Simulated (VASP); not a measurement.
Wanted: the native input for a VASP 6.6.1 run.

| Quantity | Value |
| --- | --- |
| Task | single point |
| Functional | PBE |
| Potentials or basis | VASP PAW PBE potentials, release 64 (Sr_sv) |
| Cutoff | 520 eV |
| k mesh | 12 × 12 × 12 |
| Occupations | fermi-dirac, width 0.05 eV |
| Spin | no spin polarisation |
| Dipole correction | no |
| Further INCAR settings | ALGO = Normal; EDIFF = 1e-07; NBANDS = 11 |

The structure of Sr lies in POSCAR:

```
Sr
1.0
   -2.4005033757      2.4005033757      2.4005033757
    2.4005033757     -2.4005033757      2.4005033757
    2.4005033757      2.4005033757     -2.4005033757
Sr
1
Direct
    0.0000000000      0.0000000000      0.0000000000
```

This isn't the form of Sr at room conditions, which is fcc.

One way to write it, as run:

INCAR

```
PREC = Accurate
ENCUT = 520
EDIFF = 1E-7
ISMEAR = -1
SIGMA = 0.05
LREAL = False
LASPH = True
NELM = 100
ALGO = Normal
ISIF = 2
LWAVE = False
LCHARG = False
GGA = PE
NBANDS = 11
```

KPOINTS

```
Automatic mesh
0
Gamma
  12 12 12
```

Potentials or basis: VASP PAW PBE potentials, release 64 (Sr_sv).

Run with:

```console
$ cat potpaw_PBE.64/Sr_sv/POTCAR > POTCAR
$ mpirun -np 1 vasp_std > vasp.out
```

It gave:

```json
{"Pressure": "-0.3 GPa", "Band gap on the k mesh": "zero (bands 5 and 6 overlap by 0.47 eV)"}
```

Wall time 15 s on 1 thread of Intel(R) Xeon(R) Platinum 8488C (Sapphire Rapids), with other jobs on the host, peak memory 0.2 GiB.
